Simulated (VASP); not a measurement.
# As (P6/mmm) in VASP: notebook

Runs on As. Level: BLYP. Tasks: single point, relaxation of cell and atoms.

Everything below comes from runs of VASP 6.6.1. Logs are shortened: lines on timing, memory, paths and dates and some standing lists are left out, and cuts for length are marked.

## Step 1: The cell of the first run

It takes space group P6/mmm (No. 191, hexagonal). The conventional cell has a = 5.210 Å, b = 5.210 Å, c = 3.035 Å, α = 90.00°, β = 90.00°, γ = 120.00°. As (site symmetry 6/mmm) has 14 As at 3.03 to 3.37 Å within 4.0 Å. As (site symmetry -6m2) has 11 As at 3.01 to 3.37 Å within 4.0 Å.

This isn't the form of As at room conditions, which is rhombohedral.

## Step 2: Single point, BLYP (23.78 Å³/atom)

The input, INCAR:

```
PREC = Accurate ; ENCUT = 520
EDIFF = 1E-7 ; ISMEAR = -1
SIGMA = 0.1 ; LREAL = False
LASPH = True ; NELM = 60
ALGO = Normal ; ISIF = 2
LWAVE = False ; LCHARG = False
GGA = B5 ; ALDAX = 1.0
AGGAX = 1.0 ; AGGAC = 1.0
ALDAC = 0.0 ; NBANDS = 14
```

The input, KPOINTS:

```
Automatic mesh
0
Gamma
  8 8 12
```

The input, POSCAR:

```
As
1.0
    5.2102217651      0.0000000000      0.0000000000
   -2.6051108826      4.5121844080      0.0000000000
    0.0000000000      0.0000000000      3.0345821314
As
3
Direct
    1.0000000000      0.0000000000      0.0000000000
    0.3333333333      0.6666666667      0.5000000000
    0.6666666667      0.3333333333      0.5000000000
```

Potentials or basis: VASP PAW PBE potentials, release 64 (As).

Launch:

```console
$ cat potpaw_PBE.64/As/POTCAR > POTCAR
$ mpirun -np 1 vasp_std > vasp.out
```

OUTCAR:

```text
PREC = Accurate
   ENCUT = 520
   EDIFF = 1E-7
   ISMEAR = -1
   LREAL = False
   LASPH = True
   NELM = 60
   ISIF = 2
   GGA = B5

 ion  position               nearest neighbor table
   1  0.000  0.000  0.000-
   2  0.333  0.667  0.500-
   3  0.667  0.333  0.500-

  LATTYP: Found a hexagonal cell.
 ALAT       =     5.2102217651
 C/A-ratio  =     0.5824285929

  Lattice vectors:

 A1 = (   5.2102217651,   0.0000000000,   0.0000000000)
 A2 = (  -2.6051108826,   4.5121844080,   0.0000000000)
 A3 = (   0.0000000000,   0.0000000000,   3.0345821314)

Analysis of symmetry for initial positions (statically):
=====================================================================
 Subroutine PRICEL returns:
 Original cell was already a primitive cell.

 Routine SETGRP: Setting up the symmetry group for a
 hexagonal supercell.

 Subroutine GETGRP returns: Found 24 space group operations
 (whereof 24 operations were pure point group operations)
 out of a pool of 24 trial point group operations.

The static configuration has the point symmetry D_6h.

Analysis of symmetry for dynamics (positions and initial velocities):
=====================================================================
 Subroutine PRICEL returns:
 Original cell was already a primitive cell.

 Routine SETGRP: Setting up the symmetry group for a
 hexagonal supercell.

 Subroutine GETGRP returns: Found 24 space group operations
 (whereof 24 operations were pure point group operations)
 out of a pool of 24 trial point group operations.

The dynamic configuration has the point symmetry D_6h.

 Subroutine INISYM returns: Found 24 space group operations
 (whereof 24 operations are pure point group operations),
 and found     1 'primitive' translations

----------------------------------------------------------------------------------------

                                     Primitive cell

  volume of cell :      71.3415

  direct lattice vectors                    reciprocal lattice vectors
     5.210221765  0.000000000  0.000000000     0.191930410  0.110811074  0.000000000
    -2.605110883  4.512184408  0.000000000     0.000000000  0.221622148  0.000000000
     0.000000000  0.000000000  3.034582131     0.000000000  0.000000000  0.329534663

  length of vectors
     5.210221765  5.210221765  3.034582131     0.221622148  0.221622148  0.329534663

  position of ions in fractional coordinates (direct lattice)
     0.000000000  0.000000000  0.000000000
     0.333333333  0.666666667  0.500000000
     0.666666667  0.333333333  0.500000000

  ion indices of the primitive-cell ions
   primitive index   ion index
                 1           1
                 2           2
                 3           3

----------------------------------------------------------------------------------------

 KPOINTS: Automatic mesh

Automatic generation of k-mesh.
 Grid dimensions read from file:
 generate k-points for:    8    8   12

 Generating k-lattice:

  Cartesian coordinates                     Fractional coordinates (reciprocal lattice)
     0.023991301  0.013851384  0.000000000     0.125000000  0.000000000  0.000000000
     0.000000000  0.027702768  0.000000000     0.000000000  0.125000000  0.000000000
     0.000000000  0.000000000  0.027461222     0.000000000  0.000000000  0.083333333

  Length of vectors
     0.027702768  0.027702768  0.027461222

  Shift w.r.t. Gamma in fractional coordinates (k-lattice)
     0.000000000  0.000000000  0.000000000

 Subroutine IBZKPT returns following result:
 ===========================================

 Found     70 irreducible k-points:

 Following reciprocal coordinates:
            Coordinates               Weight
  0.000000  0.000000  0.000000      1.000000
  0.125000 -0.000000  0.000000      6.000000
  0.250000 -0.000000  0.000000      6.000000
  0.375000  0.000000  0.000000      6.000000
  0.500000 -0.000000  0.000000      3.000000
  0.125000  0.125000  0.000000      6.000000
[... 16 lines left out ...]
  0.250000 -0.000000  0.166667     12.000000
  0.375000  0.000000  0.166667     12.000000
 [... further k-points ...]
   k-points           NKPTS =     70   k-points in BZ     NKDIM =     70   number of bands    NBANDS=     14
   number of dos      NEDOS =    301   number of ions     NIONS =      3
   total plane-waves  NPLWV =  38400
   dimension x,y,z NGX =    40 NGY =   40 NGZ =   24
   dimension x,y,z NGXF=    80 NGYF=   80 NGZF=   48
   ions per type =               3
   NGX,Y,Z   is equivalent  to a cutoff of  12.76, 12.76, 13.15 a.u.
   NGXF,Y,Z  is equivalent  to a cutoff of  25.53, 25.53, 26.30 a.u.
 SYSTEM =  unknown system
   PREC   = accura    normal or accurate (medium, high low for compatibility)
   ISTART =      0    job   : 0-new  1-cont  2-samecut
   ICHARG =      2    charge: 1-file 2-atom 10-const
   ISPIN  =      1    spin polarized calculation?
   LNONCOLLINEAR =      F non collinear calculations
   LSORBIT =      F    spin-orbit coupling
   LASPH  =      T    aspherical Exc in radial PAW
   ENCUT  =  520.0 eV  38.22 Ry    6.18 a.u.   9.69  9.69  5.64*2*pi/ulx,y,z
   NELM   =     60;   NELMIN=  2; NELMDL= -5     # of ELM steps
   EDIFF  = 0.1E-06   stopping-criterion for ELM
   LREAL  =      F    real-space projection
   EDIFFG = 0.1E-05   stopping-criterion for IOM
   NSW    =      0    number of steps for IOM
   IBRION =     -1    ionic relax: 0-MD 1-quasi-New 2-CG
   NFREE  =      0    steps in history (QN), initial steepest desc. (CG)
   ISIF   =      2    stress and relaxation
   ISYM   =      2    0-nonsym 1-usesym 2-fastsym
   POTIM  = 0.5000    time-step for ionic-motion
   TEBEG  =    0.0;   TEEND  =   0.0 temperature during run
   PSTRESS=    0.0 pullay stress
   NELECT =      15.0000    total number of electrons
   NUPDOWN=      -1.0000    fix difference up-down
   EMIN   =  10.00;   EMAX   =-10.00  energy-range for DOS
   EFERMI =   0.00;   METHOD = LEGACY
   ISMEAR =    -1;   SIGMA  =   0.10  broadening in eV -4-tet -1-fermi 0-gaus
   EFERMI_NEDOS =   21; number of points for ismear=-14 and -15
   IALGO  =     38    algorithm
   IMIX   =      4    mixing-type and parameters
     AMIX     =   0.40;   BMIX     =  1.00
     AMIX_MAG =   1.60;   BMIX_MAG =  1.00
  volume/ion in A,a.u.               =      23.78       160.48
  Fermi-wavevector in a.u.,A,eV,Ry     =   0.973475  1.839600 12.893598  0.947653
  Thomas-Fermi vector in A             =   2.103857
   LORBIT       =      0    0 simple, 1 ext, 2 COOP (PROOUT), +10 PAW based schemes
   GGA     = B5    functional components
   LHFCALC =     F    Hartree Fock is set to
   AEXX    =    0.0000 exact exchange contribution
   IVDW    =     0    specifies the selected vdW correction
   LEPSILON=     F    determine dielectric tensor
   LRPA    =     F    only Hartree local field effects (RPA)
 non-spin polarized calculation
  energy-cutoff  :      520.00
  volume of cell :       71.34
 maximum number of plane-waves:      1937
 NGX is ok and might be reduce to    40
   NGX = 19   NGY = 19   NGZ = 11

 number of electron      15.0000002 magnetization

 Free energy of the ion-electron system (eV)
  ---------------------------------------------------
  ext. energy  EPLUGINS =         0.00000000
  ---------------------------------------------------
  free energy    TOTEN  =       -10.03556722 eV

  energy without entropy =       -9.96082268  energy(sigma->0) =       -9.99819495

 E-fermi :   4.5667     XC(G=0):  -9.1296

 val. band max:        4.5482471533   @ k =   0.1250  -0.0000   0.5000
 cond. band min:       4.6284515706   @ k =   0.2500   0.2500   0.1667
 fundamental gap:      0.0802044173
 Fermi energy:         4.5666904511

 k-point     1 :       0.0000    0.0000    0.0000
  band No.  band energies     occupation
      1      -8.7616      2.00000
      2      -5.2429      2.00000
      3      -5.0357      2.00000
      4       1.1193      2.00000
      5       1.1193      2.00000
      6       1.3930      2.00000
      7       1.3930      2.00000
      8       6.4962      0.00000
      9       8.5144      0.00000
     10       8.5144      0.00000
     11       9.2085      0.00000
     12       9.2150      0.00000
     13      11.8139      0.00000
     14      15.5344      0.00000

 k-point     2 :       0.1250   -0.0000    0.0000
  band No.  band energies     occupation
      1      -8.6645      2.00000
      2      -5.3763      2.00000
      3      -5.1927      2.00000
      4       0.5156      2.00000
      5       0.7904      2.00000
      6       2.1819      2.00000
      7       2.3815      2.00000
      8       6.5824      0.00000
      9       7.8521      0.00000
     10       8.3401      0.00000
     11       9.1084      0.00000
     12       9.1402      0.00000
     13      11.9288      0.00000
     14      15.7782      0.00000

 k-point     3 :       0.2500   -0.0000    0.0000
  band No.  band energies     occupation
      1      -8.3767      2.00000
      2      -5.8494      2.00000
      3      -5.4581      2.00000
      4      -0.0083      2.00000
      5       1.0876      2.00000
      6       3.2503      2.00000
      7       3.8826      1.99786
      8       6.4030      0.00000
      9       6.8347      0.00000
     10       7.7941      0.00000
     11       8.7829      0.00000
     12       8.9980      0.00000
     13      12.2701      0.00000
     14      14.5024      0.00000

 k-point     4 :       0.3750    0.0000    0.0000
  band No.  band energies     occupation
      1      -7.9099      2.00000
      2      -6.5611      2.00000
      3      -5.6321      2.00000
      4      -0.3273      2.00000
      5       1.9681      2.00000
      6       4.4340      1.58074
      7       4.7494      0.27710
      8       5.4623      0.00026
      9       6.8882      0.00000
     10       7.2337      0.00000
     11       8.2900      0.00000
     12       8.8774      0.00000
     13      12.7181      0.00000
     14      12.9094      0.00000

 k-point     5 :       0.5000   -0.0000    0.0000
  band No.  band energies     occupation
      1      -7.3311      2.00000
      2      -7.2415      2.00000
      3      -5.6941      2.00000
      4      -0.4342      2.00000
      5       3.1378      2.00000
      6       3.3505      1.99999
      7       5.4550      0.00028
      8       5.9459      0.00000
      9       6.2405      0.00000
     10       7.7401      0.00000
     11       7.7414      0.00000
[... 276 lines left out ...]
 k-point    22 :       0.1250   -0.0000    0.1667
  band No.  band energies     occupation
      1      -8.2834      2.00000
      2      -5.1241      2.00000
      3      -4.8596      2.00000
      4       0.8900      2.00000
      5       1.1441      2.00000
      6       2.5341      2.00000
      7       2.6839      2.00000
      8       4.0927      1.98267
      9       6.6685      0.00000
     10       6.9153      0.00000
     11       7.9608      0.00000
     12       8.1437      0.00000
     13      14.0558      0.00000
     14      14.0898      0.00000

 k-point    23 :       0.2500   -0.0000    0.1667
  band No.  band energies     occupation
      1      -7.9993      2.00000
      2      -5.5397      2.00000
      3      -5.1492      2.00000
      4       0.3786      2.00000
      5       1.3859      2.00000
      6       3.5582      1.99992
      7       3.8255      1.99879
      8       4.7034      0.40619
      9       5.8540      0.00001
     10       6.6696      0.00000
     11       7.2512      0.00000
     12       7.7018      0.00000
     13      13.7535      0.00000
     14      13.8522      0.00000

 k-point    24 :       0.3750    0.0000    0.1667
  band No.  band energies     occupation
      1      -7.5396      2.00000
      2      -6.2179      2.00000
      3      -5.3254      2.00000
      4       0.0653      2.00000
      5       2.1644      2.00000
      6       4.4328      1.58470
      7       4.6641      0.54807
      8       4.7123      0.37813
      9       5.9088      0.00000
     10       6.3591      0.00000
     11       6.6769      0.00000
     12       6.9667      0.00000
     13      13.1379      0.00000
     14      13.2066      0.00000

 [... further k-points ...]

------------------------ aborting loop because EDIFF is reached ----------------------------------------

  FORCE on cell =-STRESS in cart. coord.  units (eV):
  Direction    XX          YY          ZZ          XY          YZ          ZX
  --------------------------------------------------------------------------------------
  -------------------------------------------------------------------------------------
  Total       -2.2914212     -2.2914212     -2.5647849      0.0000000      0.0000000     -0.0000000
  in kB      -51.4604477    -51.4604477    -57.5996145      0.0000000      0.0000000     -0.0000000
  external PRESSURE =     -53.5068367 kB  Pullay stress =       0.0000000 kB

 VOLUME and BASIS-vectors are now :
 -----------------------------------------------------------------------------
  energy-cutoff  :      520.00
  volume of cell :       71.34
      direct lattice vectors                 reciprocal lattice vectors
     5.210221765  0.000000000  0.000000000     0.191930410  0.110811074  0.000000000
    -2.605110883  4.512184408  0.000000000     0.000000000  0.221622148  0.000000000
     0.000000000  0.000000000  3.034582131     0.000000000  0.000000000  0.329534663

 POSITION                                       TOTAL-FORCE (eV/Angst)
 -----------------------------------------------------------------------------------
      0.00000      0.00000      0.00000        -0.000000      0.000000     -0.000000
     -0.00000      3.00812      1.51729         0.000000      0.000000      0.000000
      2.60511      1.50406      1.51729        -0.000000      0.000000     -0.000000
 -----------------------------------------------------------------------------------
    total drift:                                0.000000     -0.000000      0.000000

  FREE ENERGIE OF THE ION-ELECTRON SYSTEM (eV)
  ---------------------------------------------------
  free  energy   TOTEN  =       -10.0355672154 eV

  energy  without entropy=       -9.9608226756  energy(sigma->0) =       -9.99819495
```

Run time: 93 s. Hardware: 1 thread of AMD EPYC 7R13, shared host; peak memory 0.18 GiB.

Results:

* Free energy: -10.0356 eV
* Pressure: -5.4 GPa
* Band gap on the k mesh: zero (an odd number of electrons rules out a gap without spin polarisation)

Levels at points of the mesh, in eV from the Fermi level:
```
           k point  band 4  band 5  band 6  band 7  band 8  band 9  band 10  band 11  band 12  band 13
(0.00, 0.00, 0.00)   -3.45   -3.45   -3.17   -3.17    1.93    3.95     3.95     4.64     4.65     7.25
(0.50, 0.00, 0.00)   -5.00   -1.43   -1.22    0.89    1.38    1.67     3.17     3.17     4.26     7.32
(0.00, 0.00, 0.50)   -3.74   -2.84   -1.99   -1.74   -1.74   -0.24    -0.24     0.97     0.97     4.95
(0.50, 0.00, 0.50)   -4.54   -4.09   -2.99   -2.41   -0.59    0.84     1.65     1.92     3.02     7.26
```

Caveat: the cell stands under tension; the PAW data sets were made with another functional, which shifts forces and pressure a little.

## Step 3: Single point, BLYP

This run uses another cell than the first one, of 21.23 Å³/atom.

The input, INCAR:

```
SYSTEM = As
AGGAC = 1.0 ; AGGAX = 1.0
ALDAC = 0.0 ; ALDAX = 1.0
ALGO = Normal ; EDIFF = 1E-6
ENCUT = 520 ; GGA = B5
ISIF = 2 ; ISMEAR = -1
LASPH = .TRUE. ; LCHARG = .TRUE.
LELF = .TRUE. ; LREAL = .FALSE.
LVHAR = .TRUE. ; LWAVE = .FALSE.
NBANDS = 14 ; NELM = 60
PREC = Accurate ; SIGMA = 0.1
```

The input, KPOINTS:

```
k-points
0
G
  10 10 14
  0 0 0
```

The input, POSCAR:

```
As
1.0
    5.0170704703      0.0000000000      0.0000000000
   -2.5085352352      4.3449104799      0.0000000000
    0.0000000000      0.0000000000      2.9220852945
As
3
Direct
    1.0000000000      0.0000000000      0.0000000000
    0.3333333333      0.6666666667      0.5000000000
    0.6666666667      0.3333333333      0.5000000000
```

Potentials or basis: VASP PAW PBE potentials, release 64 (As).

Launch:

```console
$ cat potpaw_PBE.64/As/POTCAR > POTCAR
$ mpirun -np 1 vasp_std > vasp.out
```

Wall time 1.9 min (1 thread of AMD EPYC 7R13, shared host); peak memory 0.2 GiB.

It converged, with:

* Free energy: -10.1611 eV
* Pressure: 0.4 GPa
* Band gap on the k mesh: zero (an odd number of electrons rules out a gap without spin polarisation)

Stress tensor (GPa, compression positive):
```
0.51 0.00 0.00
0.00 0.51 0.00
0.00 0.00 0.19
```

Levels at points of the mesh, in eV from the Fermi level:
```csv
k point,band 5,band 6,band 7,band 8,band 9,band 10,band 11,band 12
"(0.00, 0.00, 0.00)",-3.96,-3.67,-3.67,2.21,4.67,4.67,5.48,5.50
"(0.50, 0.00, 0.00)",-1.41,-1.17,0.98,1.46,1.96,3.66,3.68,5.01
"(0.00, 0.00, 0.50)",-3.07,-2.24,-1.97,-1.97,-0.32,-0.32,0.91,0.91
"(0.50, 0.00, 0.50)",-4.52,-3.37,-2.76,-0.77,1.10,1.96,2.36,3.46
```

Caveat: the PAW data sets were made with another functional, which shifts forces and pressure a little.

(Part 1 of 2 ends here.)
